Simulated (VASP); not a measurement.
Crystal: CuB3Os.

```xyz
10
Lattice="2.3439 1.3532 3.8190 -2.3439 1.3532 3.8190 0.0000 -2.7065 3.8190" Properties=species:S:1:pos:R:3 pbc="T T T"
Cu    0.0000    0.0000    5.7285
Cu    0.0000    0.0000    0.0000
B    -0.1172   -1.3532    4.7737
B    -1.1133    0.7781    4.7737
B     0.1172    1.3532    6.6832
B    -1.2305   -0.5751    6.6832
B     1.1133   -0.7781    6.6832
B     1.2305    0.5751    4.7737
Os    0.0000    0.0000    8.5927
Os    0.0000    0.0000    2.8642
```

| Item | Value |
| --- | --- |
| Program | VASP 6.6.1 |
| Task | relaxation of cell and atoms |
| Functional | PBE |
| Potentials or basis | VASP PAW PBE potentials, release 64 (Cu, B, Os) |
| Cutoff | 600 eV |
| k mesh | 6 × 6 × 6 |
| Occupations | gaussian, width 0.1 eV |
| Spin | no spin polarisation |

At the start: pressure 152.0 GPa; volume 7.27 Å³/atom.

Q: Where does the relaxation end?

A: Over 17 steps the energy falls by 2080.3 meV/atom and the volume is 9.87 Å³/atom (+35.9 %); space group R-3c (No. 167, to 0.1 Å) before and after.

The path:
```
step  energy change (eV)  largest force (eV/Å)  pressure (GPa)  volume (Å³)
   1              0.0000                1.3311          152.03        72.68
   2             -1.2762                0.9760          -28.84       172.01
   3            -11.0140                1.4469           -7.24       108.31
   4            -11.0785                1.4588           -3.65       105.99
   5            -11.0909                1.4658           -0.83       104.39
   6            -11.8843                1.9929           -1.90       104.47
   7            -15.2229                2.2711           -5.73       104.48
   8            -19.9019                0.8360           -2.29       103.45
   9            -20.2834                1.2197           -1.31       102.75
  10            -20.3272                1.3675           -0.58       102.45
  11            -20.5661                0.8276           -3.08       102.32
  12            -20.7310                0.0758           -6.31       102.07
  13            -20.7973                0.0955           -0.88        99.37
  14            -20.7991                0.0982            0.25        98.87
  15            -20.7991                0.0985            0.40        98.80
  16            -20.8013                0.0672            0.31        98.78
  17            -20.8028                0.0108            0.22        98.74
```

Final structure:
```
CELL_PARAMETERS angstrom
2.91434 1.68260 3.35589
-2.91434 1.68260 3.35589
0.00000 -3.36519 3.35589
ATOMIC_POSITIONS crystal
Cu 0.50000 0.50000 0.50000
Cu 0.00000 0.00000 0.00000
B 0.10863 0.39137 0.75000
B 0.39137 0.75000 0.10863
B 0.89137 0.60863 0.25000
B 0.25000 0.89137 0.60863
B 0.60863 0.25000 0.89137
B 0.75000 0.10863 0.39137
Os 0.75000 0.75000 0.75000
Os 0.25000 0.25000 0.25000
```

Caveat: the volume moved by over 15 % at a fixed basis, so the end points are rough.
